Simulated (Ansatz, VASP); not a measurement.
# One calculation of GaN, two programs

The input INCAR:

```
ALGO = Normal ; EDIFF = 1E-6
ENCUT = 520 ; GGA = PE
ISIF = 2 ; ISMEAR = 0
LASPH = T ; LCHARG = F
LREAL = F ; LWAVE = F
NBANDS = 16 ; NELM = 100
PREC = Accurate ; SIGMA = 0.05
```

File KPOINTS:

```
k-points
0
Gamma
  10 10 10
```

File POSCAR:

```
GaN
1.0
    0.0000000000      2.1408255771      2.1971630923
    2.1408255771      0.0000000000      2.1971630923
    2.1408255771      2.1408255771      0.0000000000
Ga N
1 1
Direct
    0.0000000000      0.0000000000      0.0000000000
    0.7500000000      0.7500000000      0.7500000000
```

Input for Ansatz:

```yaml
crystal:
  lattice:
    - [0.0, 2.1408255771, 2.1971630923]
    - [2.1408255771, 0.0, 2.1971630923]
    - [2.1408255771, 2.1408255771, 0.0]
  atoms:
    - { symbol: Ga, position: [0.0, 0.0, 0.0] }
    - { symbol: "N", position: [0.75, 0.75, 0.75] }
basis:
  ecutwfc: 420
kpoints:
  mp_grid: { grid: [10, 10, 10] }
hamiltonian:
  xc: pbe
scf:
  occupations: { method: gaussian, width: 0.05 }
output:
  forces: true
  stress: true
  eigenvalues: true
```

Change from the starting cell: strain -0.050 along x and y, -0.025 along z, atoms carried along.

Alike in both runs: task single point; functional PBE; k mesh 10 × 10 × 10; occupations gaussian, width 0.05 eV; no spin polarisation.

|  | VASP | Ansatz |
| --- | --- | --- |
| version | VASP 6.6.1 | Ansatz 0.2.0 |
| potentials or method | VASP PAW PBE potentials, release 64 (Ga_d, N), cutoff 520 eV | scalar-relativistic, plane waves, PAW |
| valence electrons in the cell | 18 | 18 |

Ansatz gave:

| Quantity | Value |
| --- | --- |
| gap on the k mesh at the Fermi level (eV) | 2.49 |
| least direct gap on the mesh (eV) | 2.49 |
| pressure (GPa) | 37.5 |
| traceless stress, the component that is largest in VASP (GPa) | -1.88 |

Task: Estimate VASP's values.

Result: gap on the k mesh at the Fermi level (eV): 2.50; least direct gap on the mesh (eV): 2.50; pressure (GPa): 37.3; traceless stress, the component that is largest in VASP (GPa): -1.91.

Both programs put the cell under a high pressure, so it lies far from rest at this level.
